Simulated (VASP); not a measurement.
# BN (Cmm2) in VASP: a series of runs

The runs below take BN through single point, with PBE.

Everything below comes from runs of VASP 6.6.1. Logs are shortened: lines on timing, memory, paths and dates and some standing lists are left out, and cuts for length are marked.

## 1. The cell of the first run

The structure is orthorhombic, space group Cmm2 (No. 35). The conventional cell has a = 5.126 Å, b = 5.126 Å, c = 3.625 Å, α = 90.00°, β = 90.00°, γ = 90.00°. B (site symmetry m) has 4 N at 1.54 to 1.57 Å within 2.1 Å. Within 2.1 Å of B (site symmetry m) lie 4 N at 1.57 to 1.60 Å. N (site symmetry mm2) has 4 B at 1.54 to 1.60 Å within 2.1 Å. N (site symmetry 2) has 4 B at 1.57 Å within 2.1 Å. Within 2.1 Å of N (site symmetry mm2) lie 4 B at 1.57 Å.

## 2. Single point, PBE (atom 5 (N) moved -0.050 Å along Cartesian [0 1 0])

Contents of INCAR:

```
SYSTEM = BN
ALGO = Normal ; EDIFF = 1E-7
ENCUT = 520 ; GGA = PE
ISIF = 2 ; ISMEAR = 0
LASPH = .TRUE. ; LCHARG = .TRUE.
LELF = .TRUE. ; LREAL = .FALSE.
LVHAR = .TRUE. ; LWAVE = .FALSE.
NBANDS = 26 ; NELM = 80
PREC = Accurate ; SIGMA = 0.05
```

Contents of KPOINTS:

```
k-points
0
G
  6 6 6
  0 0 0
```

Contents of POSCAR:

```
BN
1.0
    3.6246970237      0.0000000000      0.0000000000
    0.0000000000     -3.6246970237      0.0000000000
    0.0000000000      0.0000000000     -3.6246970237
B N
4 4
Direct
    0.0000000000      0.0000000000      0.0000000000
    0.5000000000      0.5000000000      0.0000000000
    0.5000000000      0.0000000000      0.5000000000
    0.0000000000      0.5000000000      0.5000000000
    0.7500000000      0.7637942564      0.7500000000
    0.2500000000      0.2500000000      0.7500000000
    0.2500000000      0.7500000000      0.2500000000
    0.7500000000      0.2500000000      0.2500000000
```

Potentials or basis: VASP PAW PBE potentials, release 64 (B, N).

The run is started by

```console
> cat potpaw_PBE.64/B/POTCAR potpaw_PBE.64/N/POTCAR > POTCAR
> mpirun -np 1 vasp_std > vasp.out
```

OUTCAR:

```text
SYSTEM = BN
   EDIFF = 1E-7
   ENCUT = 520
   GGA = PE
   ISIF = 2
   ISMEAR = 0
   LASPH = .TRUE.
   LREAL = .FALSE.
   NELM = 80
   PREC = Accurate

 ion  position               nearest neighbor table
   1  0.000  0.000  0.000-   5 1.54   6 1.57   7 1.57   8 1.57
   2  0.500  0.500  0.000-   6 1.57   7 1.57   8 1.57   5 1.60
   3  0.500  0.000  0.500-   5 1.54   6 1.57   7 1.57   8 1.57
   4  0.000  0.500  0.500-   6 1.57   7 1.57   8 1.57   5 1.60
   5  0.750  0.764  0.750-   1 1.54   3 1.54   2 1.60   4 1.60
   6  0.250  0.250  0.750-   1 1.57   2 1.57   3 1.57   4 1.57
   7  0.250  0.750  0.250-   1 1.57   2 1.57   3 1.57   4 1.57
   8  0.750  0.250  0.250-   1 1.57   2 1.57   3 1.57   4 1.57

  LATTYP: Found a simple cubic cell.
 ALAT       =     3.6246970237

  Lattice vectors:

 A1 = (   3.6246970237,   0.0000000000,   0.0000000000)
 A2 = (   0.0000000000,  -3.6246970237,   0.0000000000)
 A3 = (   0.0000000000,   0.0000000000,  -3.6246970237)

Analysis of symmetry for initial positions (statically):
=====================================================================
 Subroutine PRICEL returns:
 Original cell was already a primitive cell.

 Routine SETGRP: Setting up the symmetry group for a
 simple cubic supercell.

 Subroutine GETGRP returns: Found  4 space group operations
 (whereof  2 operations were pure point group operations)
 out of a pool of 48 trial point group operations.

The static configuration has the point symmetry C_1h.
 The point group associated with its full space group is C_2v.

Analysis of symmetry for dynamics (positions and initial velocities):
=====================================================================
 Subroutine PRICEL returns:
 Original cell was already a primitive cell.

 Routine SETGRP: Setting up the symmetry group for a
 simple cubic supercell.

 Subroutine GETGRP returns: Found  4 space group operations
 (whereof  2 operations were pure point group operations)
 out of a pool of 48 trial point group operations.

The dynamic configuration has the point symmetry C_1h.
 The point group associated with its full space group is C_2v.

 Subroutine INISYM returns: Found  4 space group operations
 (whereof  2 operations are pure point group operations),
 and found     1 'primitive' translations

----------------------------------------------------------------------------------------

                                     Primitive cell

  volume of cell :      47.6228

  direct lattice vectors                    reciprocal lattice vectors
     3.624697024  0.000000000  0.000000000     0.275885127  0.000000000  0.000000000
     0.000000000 -3.624697024  0.000000000     0.000000000 -0.275885127  0.000000000
     0.000000000  0.000000000 -3.624697024     0.000000000  0.000000000 -0.275885127

  length of vectors
     3.624697024  3.624697024  3.624697024     0.275885127  0.275885127  0.275885127

  position of ions in fractional coordinates (direct lattice)
     0.000000000  0.000000000  0.000000000
     0.500000000  0.500000000  0.000000000
     0.500000000  0.000000000  0.500000000
     0.000000000  0.500000000  0.500000000
     0.750000000  0.763794256  0.750000000
     0.250000000  0.250000000  0.750000000
     0.250000000  0.750000000  0.250000000
     0.750000000  0.250000000  0.250000000

  ion indices of the primitive-cell ions
   primitive index   ion index
                 1           1
                 2           2
                 3           3
                 4           4
                 5           5
                 6           6
                 7           7
                 8           8

----------------------------------------------------------------------------------------

 KPOINTS: k-points

Automatic generation of k-mesh.
 Grid dimensions read from file:
 generate k-points for:    6    6    6

 Generating k-lattice:

  Cartesian coordinates                     Fractional coordinates (reciprocal lattice)
     0.045980855  0.000000000  0.000000000     0.166666667  0.000000000  0.000000000
     0.000000000 -0.045980855  0.000000000     0.000000000  0.166666667  0.000000000
     0.000000000  0.000000000 -0.045980855     0.000000000  0.000000000  0.166666667

  Length of vectors
     0.045980855  0.045980855  0.045980855

  Shift w.r.t. Gamma in fractional coordinates (k-lattice)
     0.000000000  0.000000000  0.000000000

 Subroutine IBZKPT returns following result:
 ===========================================

 Found     52 irreducible k-points:

 Following reciprocal coordinates:
            Coordinates               Weight
  0.000000  0.000000  0.000000      1.000000
  0.166667  0.000000  0.000000      4.000000
  0.000000  0.166667  0.000000      2.000000
  0.333333  0.000000  0.000000      4.000000
  0.000000  0.333333  0.000000      2.000000
  0.500000  0.000000  0.000000      2.000000
[... 16 lines left out ...]
  0.333333  0.000000  0.500000      4.000000
  0.500000  0.500000  0.000000      2.000000
 [... further k-points ...]
   k-points           NKPTS =     52   k-points in BZ     NKDIM =     52   number of bands    NBANDS=     26
   number of dos      NEDOS =    301   number of ions     NIONS =      8
   total plane-waves  NPLWV =  21952
   dimension x,y,z NGX =    28 NGY =   28 NGZ =   28
   dimension x,y,z NGXF=    56 NGYF=   56 NGZF=   56
   ions per type =               4   4
   NGX,Y,Z   is equivalent  to a cutoff of  12.84, 12.84, 12.84 a.u.
   NGXF,Y,Z  is equivalent  to a cutoff of  25.68, 25.68, 25.68 a.u.
 SYSTEM =  BN
   PREC   = accura    normal or accurate (medium, high low for compatibility)
   ISTART =      0    job   : 0-new  1-cont  2-samecut
   ICHARG =      2    charge: 1-file 2-atom 10-const
   ISPIN  =      1    spin polarized calculation?
   LNONCOLLINEAR =      F non collinear calculations
   LSORBIT =      F    spin-orbit coupling
   LASPH  =      T    aspherical Exc in radial PAW
   ENCUT  =  520.0 eV  38.22 Ry    6.18 a.u.   6.74  6.74  6.74*2*pi/ulx,y,z
   NELM   =     80;   NELMIN=  2; NELMDL= -5     # of ELM steps
   EDIFF  = 0.1E-06   stopping-criterion for ELM
   LREAL  =      F    real-space projection
   EDIFFG = 0.1E-05   stopping-criterion for IOM
   NSW    =      0    number of steps for IOM
   IBRION =     -1    ionic relax: 0-MD 1-quasi-New 2-CG
   NFREE  =      0    steps in history (QN), initial steepest desc. (CG)
   ISIF   =      2    stress and relaxation
   ISYM   =      2    0-nonsym 1-usesym 2-fastsym
   POTIM  = 0.5000    time-step for ionic-motion
   TEBEG  =    0.0;   TEEND  =   0.0 temperature during run
   PSTRESS=    0.0 pullay stress
   NELECT =      32.0000    total number of electrons
   NUPDOWN=      -1.0000    fix difference up-down
   EMIN   =  10.00;   EMAX   =-10.00  energy-range for DOS
   EFERMI =   0.00;   METHOD = LEGACY
   ISMEAR =     0;   SIGMA  =   0.05  broadening in eV -4-tet -1-fermi 0-gaus
   EFERMI_NEDOS =   21; number of points for ismear=-14 and -15
   IALGO  =     38    algorithm
   IMIX   =      4    mixing-type and parameters
     AMIX     =   0.40;   BMIX     =  1.00
     AMIX_MAG =   1.60;   BMIX_MAG =  1.00
  volume/ion in A,a.u.               =       5.95        40.17
  Fermi-wavevector in a.u.,A,eV,Ry     =   1.433903  2.709684 27.974638  2.056078
  Thomas-Fermi vector in A             =   2.553370
   LORBIT       =      0    0 simple, 1 ext, 2 COOP (PROOUT), +10 PAW based schemes
   GGA     = PE    functional components
   LHFCALC =     F    Hartree Fock is set to
   AEXX    =    0.0000 exact exchange contribution
   IVDW    =     0    specifies the selected vdW correction
   LEPSILON=     F    determine dielectric tensor
   LRPA    =     F    only Hartree local field effects (RPA)
 non-spin polarized calculation
 Gauss-broadening in eV      SIGMA  =   0.05
  energy-cutoff  :      520.00
  volume of cell :       47.62
 maximum number of plane-waves:      1328
   NGX = 13   NGY = 13   NGZ = 13

 number of electron      31.9999996 magnetization

 Free energy of the ion-electron system (eV)
  ---------------------------------------------------
  ext. energy  EPLUGINS =         0.00000000
  ---------------------------------------------------
  free energy    TOTEN  =       -69.76020493 eV

  energy without entropy =      -69.76020493  energy(sigma->0) =      -69.76020493

 E-fermi :   7.6586     XC(G=0): -12.7824

 val. band max:        7.4155283759   @ k =   0.0000   0.0000   0.0000
 cond. band min:      11.7460506265   @ k =   0.0000   0.0000   0.0000
 fundamental gap:      4.3305222506
 Fermi energy:         7.6586017949

 k-point     1 :       0.0000    0.0000    0.0000
  band No.  band energies     occupation
      1     -12.8375      2.00000
      2      -7.3093      2.00000
      3      -7.3011      2.00000
      4      -7.2972      2.00000
      5      -1.6065      2.00000
      6      -1.5518      2.00000
[... 18 lines left out ...]
     25      16.6346      0.00000
     26      17.5075      0.00000

 k-point     2 :       0.1667    0.0000    0.0000
  band No.  band energies     occupation
      1     -12.6137      2.00000
      2      -8.0623      2.00000
      3      -7.2330      2.00000
      4      -7.2258      2.00000
      5      -1.3803      2.00000
      6      -1.3684      2.00000
[... 18 lines left out ...]
     25      17.2938      0.00000
     26      18.1441      0.00000

 k-point     3 :       0.0000    0.1667    0.0000
  band No.  band energies     occupation
      1     -12.6138      2.00000
      2      -8.0603      2.00000
      3      -7.2311      2.00000
      4      -7.2294      2.00000
      5      -1.4220      2.00000
      6      -1.3306      2.00000
[... 18 lines left out ...]
     25      17.4022      0.00000
     26      18.1332      0.00000

 k-point     4 :       0.3333    0.0000    0.0000
  band No.  band energies     occupation
      1     -11.9519      2.00000
      2      -9.5088      2.00000
      3      -7.0794      2.00000
      4      -7.0747      2.00000
      5      -0.8468      2.00000
      6      -0.8369      2.00000
[... 18 lines left out ...]
     25      19.2593      0.00000
     26      19.3253      0.00000

 k-point     5 :       0.0000    0.3333    0.0000
  band No.  band energies     occupation
      1     -11.9531      2.00000
      2      -9.5056      2.00000
      3      -7.0791      2.00000
      4      -7.0772      2.00000
      5      -0.8995      2.00000
      6      -0.7888      2.00000
[... 18 lines left out ...]
     25      19.1263      0.00000
     26      19.3883      0.00000

 k-point     6 :       0.5000    0.0000    0.0000
  band No.  band energies     occupation
      1     -10.8893      2.00000
      2     -10.8861      2.00000
      3      -6.9968      2.00000
      4      -6.9948      2.00000
      5      -0.2637      2.00000
      6      -0.2476      2.00000
[... 427 lines left out ...]
 k-point    21 :       0.5000    0.3333    0.0000
  band No.  band energies     occupation
      1     -10.1071      2.00000
      2     -10.1003      2.00000
      3      -8.1713      2.00000
      4      -8.1647      2.00000
      5      -0.8856      2.00000
      6      -0.8835      2.00000
[... 18 lines left out ...]
     25      20.0808      0.00000
     26      20.0880      0.00000

 k-point    22 :       0.0000    0.5000    0.3333
  band No.  band energies     occupation
      1     -10.1715      2.00000
      2     -10.0317      2.00000
      3      -8.2149      2.00000
      4      -8.1255      2.00000
      5      -0.9254      2.00000
      6      -0.8400      2.00000
[... 18 lines left out ...]
     25      19.9680      0.00000
     26      20.2545      0.00000

 k-point    23 :       0.3333    0.0000    0.5000
  band No.  band energies     occupation
      1     -10.1044      2.00000
      2     -10.0991      2.00000
      3      -8.1737      2.00000
      4      -8.1702      2.00000
      5      -0.9202      2.00000
      6      -0.8405      2.00000
[... 18 lines left out ...]
     25      20.0026      0.00000
     26      20.0954      0.00000

 k-point    24 :       0.5000    0.5000    0.0000
  band No.  band energies     occupation
      1      -9.3220      2.00000
      2      -9.2131      2.00000
      3      -9.1977      2.00000
      4      -9.0887      2.00000
      5      -0.3488      2.00000
      6      -0.2472      2.00000
[... 18 lines left out ...]
     25      19.9317      0.00000
     26      19.9726      0.00000

 [... further k-points ...]
[... 5 lines left out ...]
  --------------------------------------------------------------------------------------
  -------------------------------------------------------------------------------------
  Total        0.1566265      0.0925882      0.1566265     -0.0000000      0.0000000     -0.0781192
  in kB        5.2693940      3.1149505      5.2693940     -0.0000000      0.0000000     -2.6281697
  external PRESSURE =       4.5512461 kB  Pullay stress =       0.0000000 kB

 VOLUME and BASIS-vectors are now :
 -----------------------------------------------------------------------------
  energy-cutoff  :      520.00
  volume of cell :       47.62
      direct lattice vectors                 reciprocal lattice vectors
     3.624697024  0.000000000  0.000000000     0.275885127  0.000000000  0.000000000
     0.000000000 -3.624697024  0.000000000     0.000000000 -0.275885127  0.000000000
     0.000000000  0.000000000 -3.624697024     0.000000000  0.000000000 -0.275885127

 POSITION                                       TOTAL-FORCE (eV/Angst)
 -----------------------------------------------------------------------------------
      0.00000      0.00000      0.00000         0.105453     -0.315219     -0.105453
      1.81235     -1.81235      0.00000         0.069474     -0.277112      0.069474
      1.81235      0.00000     -1.81235        -0.105453     -0.315219      0.105453
      0.00000     -1.81235     -1.81235        -0.069474     -0.277112     -0.069474
      2.71852     -2.76852     -2.71852         0.000000      1.752520      0.000000
      0.90617     -0.90617     -2.71852        -0.000000     -0.344807      0.000000
      0.90617     -2.71852     -0.90617        -0.000000      0.121755      0.000000
      2.71852     -0.90617     -0.90617        -0.000000     -0.344807     -0.000000
 -----------------------------------------------------------------------------------
    total drift:                                0.000000      0.000117     -0.000001

  FREE ENERGIE OF THE ION-ELECTRON SYSTEM (eV)
  ---------------------------------------------------
  free  energy   TOTEN  =       -69.7602049350 eV

  energy  without entropy=      -69.7602049350  energy(sigma->0) =      -69.76020493
```

It took 29 s on 1 thread of Intel Xeon Platinum 8559C (Emerald Rapids), shared host; peak memory 0.18 GiB.

Results:

| Property | Result |
| --- | --- |
| Free energy | -69.7602 eV |
| Pressure | 0.5 GPa |
| Largest force | 1.753 eV/Å |
| Band gap on the k mesh | 4.33 eV |

Forces in eV/Å, atoms in the order of the input:
```
B    0.105 -0.315 -0.105
B    0.069 -0.277  0.069
B   -0.105 -0.315  0.105
B   -0.069 -0.277 -0.069
N    0.000  1.753  0.000
N    0.000 -0.345  0.000
N    0.000  0.122  0.000
N    0.000 -0.345  0.000
```

Caveat: the cell differs from its parent crystal (atom 5 (N) moved -0.050 Å along Cartesian [0 1 0]); forces of over 1 eV/Å act on the atoms, so gaps and moduli don't describe the material at rest. A k mesh can miss the band edges.

## 3. Single point, PBE (atom 5 (N) moved +0.025 Å along Cartesian [0 1 0])

Contents of INCAR:

```
  PREC = Accurate
  ENCUT = 520
  EDIFF = 1E-6
  ISMEAR = 0
  SIGMA = 0.05
  LREAL = F
  LASPH = T
  NELM = 80
  ALGO = Normal
  ISIF = 2
  LWAVE = F
  LCHARG = F
  GGA = PE
  NBANDS = 26
```

Contents of KPOINTS:

```
regular mesh
0
Gamma
  6 6 6
```

POSCAR, as its differences from that of step 2:

```diff
@@ -12,3 +12,3 @@
     0.0000000000      0.5000000000      0.5000000000
-    0.7500000000      0.7637942564      0.7500000000
+    0.7500000000      0.7431028718      0.7500000000
     0.2500000000      0.2500000000      0.7500000000
```

Potentials or basis: VASP PAW PBE potentials, release 64 (B, N).

The run is started by

```console
> cat potpaw_PBE.64/B/POTCAR potpaw_PBE.64/N/POTCAR > POTCAR
> mpirun -np 1 vasp_std > vasp.out
```

Run time: 27 s. Hardware: 1 thread of Intel Xeon Platinum 8559C (Emerald Rapids), shared host; peak memory 0.18 GiB.

Results (log left out):

```yaml
Free_energy: -69.7931 eV
Pressure: 0.3 GPa
Largest_force: 0.878 eV/Å
Band_gap_on_the_k_mesh: 4.39 eV
```

Forces in eV/Å, atoms in the order of the input:
```
B   -0.039  0.144  0.039
B   -0.048  0.153 -0.048
B    0.039  0.144 -0.039
B    0.048  0.153  0.048
N    0.000 -0.878  0.000
N    0.000  0.172  0.000
N    0.000 -0.061  0.000
N    0.000  0.172  0.000
```

Stress tensor (GPa, compression positive):
```
0.31 0.00 0.13
0.00 0.26 0.00
0.13 0.00 0.31
```

Levels at points of the mesh, in eV from the valence-band top:
```csv
k point,band 13,band 14,band 15,band 16,band 17,band 18,band 19,band 20
"(0.00, 0.00, 0.00)",-4.87,-0.11,-0.06,0.00,4.39,4.40,4.40,8.67
"(0.50, 0.00, 0.00)",-3.04,-3.04,-3.04,-3.03,6.71,6.71,9.50,9.50
"(0.00, 0.50, 0.00)",-3.13,-3.06,-3.02,-2.95,6.70,6.72,9.50,9.51
"(0.50, 0.50, 0.00)",-2.18,-2.13,-2.13,-2.08,9.54,9.56,9.67,9.69
"(0.50, 0.00, 0.50)",-2.22,-2.13,-2.13,-2.05,9.57,9.61,9.63,9.67
"(0.50, 0.50, 0.50)",-1.98,-1.98,-1.94,-1.86,9.96,9.97,9.98,9.98
```

Caveat: the cell differs from its parent crystal (atom 5 (N) moved +0.025 Å along Cartesian [0 1 0]). A k mesh can miss the band edges.

## 4. Single point, PBE (atom 5 (N) moved +0.087 Å along Cartesian [0 1 0])

Contents of INCAR:

```
PREC = Accurate
ENCUT = 520
EDIFF = 1E-7
ISMEAR = 0
SIGMA = 0.05
LREAL = F
LASPH = T
NELM = 60
ALGO = Normal
ISIF = 2
LWAVE = F
LCHARG = F
GGA = PE
NBANDS = 26
```

KPOINTS is that of step 3.

POSCAR, as its differences from that of step 3:

```diff
@@ -12,3 +12,3 @@
     0.0000000000      0.5000000000      0.5000000000
-    0.7500000000      0.7431028718      0.7500000000
+    0.7500000000      0.7258600514      0.7500000000
     0.2500000000      0.2500000000      0.7500000000
```

The run is started by

```console
> cat potpaw_PBE.64/B/POTCAR potpaw_PBE.64/N/POTCAR > POTCAR
> mpirun -np 1 vasp_std > vasp.out
```

Run time: 28 s. Hardware: 1 thread of Intel Xeon Platinum 8559C (Emerald Rapids), shared host; peak memory 0.18 GiB.

Results (log left out):

- Free energy: -69.6700 eV
- Pressure: 0.9 GPa
- Largest force: 3.054 eV/Å
- Band gap on the k mesh: 4.23 eV

Forces on the atoms (eV/Å):
```
B   -0.099  0.457  0.099
B   -0.209  0.572 -0.209
B    0.099  0.457 -0.099
B    0.209  0.572  0.209
N    0.000 -3.054  0.000
N    0.000  0.604  0.000
N    0.000 -0.212  0.000
N    0.000  0.604  0.000
```

Stress tensor (GPa, compression positive):
```
1.14 0.00 0.49
0.00 0.48 0.00
0.49 0.00 1.14
```

Levels at points of the mesh, in eV from the valence-band top:
```csv
k point,band 12,band 13,band 14,band 15,band 16,band 17,band 18,band 19,band 20,band 21
"(0.00, 0.00, 0.00)",-5.05,-4.89,-0.39,-0.20,0.00,4.23,4.26,4.28,8.33,8.58
"(0.50, 0.00, 0.00)",-4.16,-3.18,-3.18,-3.14,-3.09,6.53,6.55,9.28,9.32,11.05
"(0.00, 0.50, 0.00)",-4.14,-3.49,-3.26,-3.11,-2.87,6.53,6.61,9.31,9.37,11.20
"(0.50, 0.50, 0.00)",-5.52,-2.42,-2.27,-2.23,-2.08,9.14,9.23,9.61,9.66,11.57
"(0.50, 0.00, 0.50)",-5.65,-2.57,-2.28,-2.27,-1.97,9.30,9.41,9.47,9.63,11.43
"(0.50, 0.50, 0.50)",-2.12,-2.12,-2.12,-1.97,-1.71,9.54,9.62,9.80,9.84,10.10
```

Caveat: the cell differs from its parent crystal (atom 5 (N) moved +0.087 Å along Cartesian [0 1 0]); forces of over 1 eV/Å act on the atoms, so gaps and moduli don't describe the material at rest. A k mesh can miss the band edges.

[end of part 1 of 2]
